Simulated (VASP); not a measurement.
# MgSi: single point with PBEsol

MgSi:

```xyz
4
Lattice="2.0189 -5.0196 0.0000 2.0189 5.0196 0.0000 0.0000 0.0000 3.6419" Properties=species:S:1:pos:R:3 pbc="T T T"
Mg    2.0189   -1.4894    0.9105
Mg    2.0189    1.4894    2.7314
Si    2.0189   -4.2427    0.9105
Si    2.0189    4.2427    2.7314
```

```yaml
Program: VASP 6.6.1
Task: single point
Functional: PBEsol
Potentials_or_basis: VASP PAW PBE potentials, release 64 (Mg, Si)
Cutoff: 520 eV
k_mesh: 12 × 12 × 12
Occupations: gaussian, width 0.1 eV
Spin: no spin polarisation
Dipole_correction: no
Further_INCAR_settings: ALGO = Normal; EDIFF = 1e-07; NBANDS = 14
```

| Quantity | Value |
| --- | --- |
| Pressure | 0.0 GPa |
| Largest force | 0.007 eV/Å |
| Band gap on the k mesh | zero (band 6 reaches 6.68 eV, above the bottom of band 7 at 4.74 eV) |

Forces in eV/Å, atoms in the order of the input:
```
Mg   0.000  0.003  0.000
Mg   0.000 -0.003  0.000
Si   0.000  0.007  0.000
Si   0.000 -0.007  0.000
```

Stress tensor (GPa, compression positive):
```
-0.10  0.00  0.00
 0.00 -0.06  0.00
 0.00  0.00  0.02
```

Levels at points of the mesh, in eV from the Fermi level:
```
           k point  band 2  band 3  band 4  band 5  band 6  band 7  band 8  band 9  band 10  band 11
(0.00, 0.00, 0.00)   -5.77   -4.50   -2.21   -1.90    0.34    0.61    0.79    2.61     3.86     5.66
(0.50, 0.00, 0.00)   -6.78   -5.51   -3.81   -1.32   -0.41    1.47    2.04    3.24     4.55     5.50
(0.50, 0.50, 0.00)   -8.10   -2.63   -1.65   -0.47   -0.12    0.99    2.06    2.30     2.59     4.56
(0.00, 0.00, 0.50)   -8.88   -3.19   -3.19   -1.10   -1.10    0.01    0.01    3.02     3.02     3.62
(0.50, 0.00, 0.50)   -7.97   -4.07   -4.07   -3.06   -3.06   -0.47   -0.47    3.20     3.20     4.41
(0.50, 0.50, 0.50)   -8.52   -5.17   -5.17   -0.29   -0.29    2.41    2.41    3.36     3.36     5.09
```

Run time: 110 s on 1 thread of Intel(R) Xeon(R) 6975P-C (Granite Rapids), with other jobs on the host, peak memory 0.42 GiB.

Caveat: the PAW data sets were made with another functional, which shifts forces and pressure a little.
